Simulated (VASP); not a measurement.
Here is a VASP 6.6.1 calculation.

Contents of INCAR:

```
SYSTEM = WAu
ALGO = Normal
EDIFF = 1E-7
ENCUT = 520
GGA = PE
ISIF = 2
ISMEAR = 0
LASPH = .TRUE.
LCHARG = .FALSE.
LREAL = .FALSE.
LWAVE = .FALSE.
NBANDS = 20
NELM = 80
PREC = Accurate
SIGMA = 0.012
```

KPOINTS

```
k-points
0
G
  8 8 8
  0 0 0
```

POSCAR

```
WAu
1.0
    0.0000000000      2.7479792600      2.7479792600
    2.7479792600      0.0000000000      2.7479792600
    2.7479792600      2.7479792600      0.0000000000
W Au
1 1
Direct
    0.0000000000      0.0000000000      0.0000000000
    0.7500000000      0.7500000000      0.7500000000
```

Potentials or basis: VASP PAW PBE potentials, release 64 (W_sv, Au).

Run with:

```console
$ cat potpaw_PBE.64/W_sv/POTCAR potpaw_PBE.64/Au/POTCAR > POTCAR
$ mpirun -np 1 vasp_std > vasp.out
```

Estimate the pressure.

33.1 GPa.
